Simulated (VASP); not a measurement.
Ta2P3Au:

```
CELL_PARAMETERS angstrom
6.12070 0.00000 0.00000
-3.06035 5.30068 0.00000
0.00000 0.00000 3.37884
ATOMIC_POSITIONS crystal
Ta 0.33333 0.66667 0.00000
Ta 0.66667 0.33333 0.00000
P 0.50000 0.00000 0.50000
P 0.50000 0.50000 0.50000
P 0.00000 0.50000 0.50000
Au 0.00000 0.00000 0.00000
```

```yaml
Program: VASP 6.6.1
Task: relaxation of cell and atoms
Functional: PBE
Potentials_or_basis: VASP PAW PBE potentials, release 64 (Ta_pv, P, Au)
Cutoff: 600 eV
k_mesh: 3 × 3 × 6
Occupations: gaussian, width 0.1 eV
Spin: no spin polarisation
```

At the start: pressure 5.7 GPa; volume 18.27 Å³/atom.

Problem. Where does the relaxation end?

Solution. Over 21 steps the energy falls by 163.6 meV/atom and the volume is 16.49 Å³/atom (-9.7 %); space group P6/mmm (No. 191, to 0.05 Å).

The path:
| step | energy change (eV) | largest force (eV/Å) | pressure (GPa) | volume (Å³) |
| --- | --- | --- | --- | --- |
| 1 | 0.0000 | 0.0000 | 5.69 | 109.62 |
| 2 | 0.0170 | 0.0000 | -7.93 | 120.14 |
| 3 | -0.1409 | 0.0000 | -1.67 | 114.61 |
| 4 | -0.1981 | 0.0000 | -1.35 | 113.00 |
| 5 | -0.2305 | 0.0000 | -0.95 | 111.16 |
| 6 | -0.2851 | 0.0000 | 0.24 | 107.35 |
| 7 | -0.7607 | 0.0000 | 4.42 | 99.21 |
| 8 | 1.7630 | 0.0000 | 46.99 | 81.42 |
| 9 | -0.8076 | 0.0000 | 6.12 | 97.31 |
| 10 | -0.8104 | 0.0000 | 8.91 | 94.84 |
| 11 | -0.2856 | 0.0000 | 22.03 | 88.23 |
| 12 | -0.8052 | 0.0000 | 9.48 | 94.41 |
| 13 | -0.8206 | 0.0000 | 9.33 | 94.32 |
| 14 | -0.8483 | 0.0000 | 9.03 | 94.04 |
| 15 | -0.8122 | 0.0000 | 9.34 | 93.41 |
| 16 | -0.8506 | 0.0000 | 8.99 | 93.89 |
| 17 | -0.8718 | 0.0000 | 8.16 | 94.29 |
| 18 | -0.9239 | 0.0000 | 5.78 | 95.52 |
| 19 | -0.9777 | 0.0000 | 1.48 | 97.99 |
| 20 | -0.9817 | 0.0000 | 0.13 | 98.86 |
| 21 | -0.9817 | 0.0000 | -0.02 | 98.96 |

Final structure:
```yaml
crystal:
  lattice:
    - [5.22724, 0.00000, 0.00000]
    - [-2.61362, 4.52692, 0.00000]
    - [0.00000, 0.00000, 4.18194]
  atoms:
    - { symbol: Ta, position: [0.33333, 0.66667, 0.00000] }
    - { symbol: Ta, position: [0.66667, 0.33333, 0.00000] }
    - { symbol: P, position: [0.50000, 0.00000, 0.50000] }
    - { symbol: P, position: [0.50000, 0.50000, 0.50000] }
    - { symbol: P, position: [0.00000, 0.50000, 0.50000] }
    - { symbol: Au, position: [0.00000, 0.00000, 0.00000] }
```

Caveat: the k points lie up to 0.46 Å⁻¹ apart in the final cell.
